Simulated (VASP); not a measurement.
The system is Ta3Cu.

```
Ta Cu
1.0
    -2.00651    2.00651    4.20817
     2.00651   -2.00651    4.20817
     2.00651    2.00651   -4.20817
Ta Cu
3 1
Direct
  0.50000 0.50000 0.00000
  0.25000 0.75000 0.50000
  0.75000 0.25000 0.50000
  0.00000 0.00000 0.00000
```

* Program: VASP 6.6.1
* Task: relaxation of cell and atoms
* Functional: BLYP
* Potentials or basis: VASP PAW PBE potentials, release 64 (Ta_pv, Cu)
* Cutoff: 600 eV
* k mesh: 9 × 9 × 9
* Occupations: fermi-dirac, width 0.05 eV
* Spin: no spin polarisation

At the start: pressure 7.7 GPa; volume 16.94 Å³/atom.

Question: Where does the relaxation end?

Answer: Over 7 steps the energy falls by 17.5 meV/atom and the volume is 17.68 Å³/atom (+4.4 %); space group I4/mmm (No. 139, to 0.1 Å) before and after.

The path:
```
step  energy change (eV)  largest force (eV/Å)  pressure (GPa)  volume (Å³)
   1              0.0000                0.0000            7.73        67.77
   2              0.1149                0.0000          -10.61        76.10
   3             -0.0695                0.0000           -0.41        70.85
   4             -0.0696                0.0000            0.13        70.69
   5             -0.0696                0.0000           -0.03        70.75
   6             -0.0699                0.0000           -0.06        70.74
   7             -0.0701                0.0000           -0.02        70.73
```

Final structure:
```cif
data_structure
_symmetry_space_group_name_H-M 'P 1'
_symmetry_Int_Tables_number 1
_cell_length_a 5.1321
_cell_length_b 5.1321
_cell_length_c 5.1321
_cell_angle_alpha 133.122
_cell_angle_beta 133.122
_cell_angle_gamma 68.463
_cell_volume 70.73
loop_
_atom_site_label
_atom_site_type_symbol
_atom_site_fract_x
_atom_site_fract_y
_atom_site_fract_z
_atom_site_occupancy
Ta1 Ta 0.50000 0.50000 0.00000 1
Ta2 Ta 0.25000 0.75000 0.50000 1
Ta3 Ta 0.75000 0.25000 0.50000 1
Cu1 Cu 0.00000 0.00000 0.00000 1
```

Caveat: the PAW data sets were made with another functional, which shifts forces and pressure a little.
